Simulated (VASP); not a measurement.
Write the native input for VASP 6.6.1 that does the following.

- Task: relaxation of cell and atoms
- Functional: r2SCAN
- Potentials or basis: VASP PAW PBE potentials, release 64 (Cu)
- Cutoff: 660 eV
- k mesh: 10 × 10 × 10
- Occupations: fermi-dirac, width 0.05 eV
- Spin: no spin polarisation
- Target pressure: 10 GPa
- Dipole correction: no
- Further INCAR settings: ALGO = Normal; EDIFF = 1e-07; IBRION = 2; EDIFFG = -0.02; NSW = 60; ISIF = 3

The system is Cu.

```
CELL_PARAMETERS angstrom
-1.43500 1.43500 1.43500
1.43500 -1.43500 1.43500
1.43500 1.43500 -1.43500
ATOMIC_POSITIONS crystal
Cu 0.00000 0.00000 0.00000
```

This isn't the form of Cu at room conditions, which is fcc.

These files were run (other wordings do the same):

POSCAR

```
Cu
1.0
   -1.4350000000      1.4350000000      1.4350000000
    1.4350000000     -1.4350000000      1.4350000000
    1.4350000000      1.4350000000     -1.4350000000
Cu
1
Direct
    0.0000000000      0.0000000000      0.0000000000
```

INCAR.step1

```
SYSTEM = Cu
PREC = Accurate ; ENCUT = 660
ISMEAR = -1 ; SIGMA = 0.05
LREAL = .False. ; LASPH = .True.
NELM = 120 ; GGA = PE
ALGO = Normal ; EDIFF = 1E-5
LWAVE = .True. ; LCHARG = .False.
GGA_COMPAT = .False. ; IBRION = 2
ISIF = 3 ; EDIFFG = -0.005
NELMIN = 4 ; NSW = 100
```

INCAR.step2

```
SYSTEM = Cu
PREC = Accurate ; ENCUT = 660
EDIFF = 1E-7 ; ISMEAR = -1
SIGMA = 0.05 ; LREAL = .False.
LASPH = .True. ; NELM = 120
ALGO = Normal ; ISIF = 3
LWAVE = .False. ; LCHARG = .False.
METAGGA = R2SCAN ; LMIXTAU = .True.
IBRION = 2 ; NSW = 60
EDIFFG = -0.02 ; PSTRESS = 100.0
ISTART = 1 ; GGA_COMPAT = .False.
NELMIN = 4
```

KPOINTS

```
Automatic mesh
0
Gamma
  10 10 10
  0 0 0
```

Potentials or basis: VASP PAW PBE potentials, release 64 (Cu).

Run with:

```sh
$ cat potpaw_PBE.64/Cu/POTCAR > POTCAR
$ cp INCAR.step1 INCAR
$ mpirun -np 1 vasp_std > vasp.out
$ cp INCAR.step2 INCAR
$ mpirun -np 1 vasp_std > vasp.out
```

Results of the run:

```json
{"Relaxed volume": "10.91 Å³/atom", "Relaxed cell": "a = 2.420 Å, b = 2.420 Å, c = 2.420 Å, α = 109.47°, β = 109.47°, γ = 109.47°", "Space group after relaxing (to 0.1 Å)": "Im-3m (No. 229)", "Energy change on relaxing (the run minimises the enthalpy)": "+13.5 meV/atom", "Ionic steps": "3", "Pressure after relaxing": "9.8 GPa", "Band gap on the k mesh": "zero (an odd number of electrons rules out a gap without spin polarisation)"}
```

Caveat: the cell is relaxed towards a set pressure, so the run minimises the enthalpy, not the energy; the PAW data sets were made with another functional, which shifts forces and pressure a little.

It took 36 s on 1 thread of Intel(R) Xeon(R) 6975P-C (Granite Rapids) (shared host), peak memory 0.15 GiB.
